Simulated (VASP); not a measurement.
Input of a VASP 6.6.1 run:

Contents of INCAR:

```
PREC = Accurate
ENCUT = 520
EDIFF = 1E-6
ISMEAR = -1
SIGMA = 0.05
LREAL = False
LASPH = True
NELM = 100
ALGO = Normal
ISIF = 2
LWAVE = False
LCHARG = False
NBANDS = 15
```

Contents of KPOINTS:

```
regular mesh
0
Gamma
  10 10 8
```

Contents of POSCAR:

```
HfB2
1.0
    3.0759003814      0.0000000000      0.0000000000
   -1.5379501907      2.6638078698      0.0000000000
    0.0000000000      0.0000000000      3.4089596583
Hf B
1 2
Direct
    0.0000000000      0.0000000000      0.0000000000
    0.6666666667      0.3333333333      0.5000000000
    0.3333333333      0.6666666667      0.5000000000
```

Potentials or basis: VASP PAW LDA potentials, release 64 (Hf_pv, B).

The run is started by

```console
$ cat potpaw_LDA.64/Hf_pv/POTCAR potpaw_LDA.64/B/POTCAR > POTCAR
$ mpirun -np 1 vasp_std > vasp.out
```

(1) What does it give for the band gap on the k mesh?

(2) Estimate the pressure.

Results:

(1) zero (band 8 reaches 8.76 eV, above the bottom of band 9 at 7.88 eV).

(2) 7.1 GPa.

Caveat: spin-orbit coupling is left out, which moves the levels of the heavy elements.
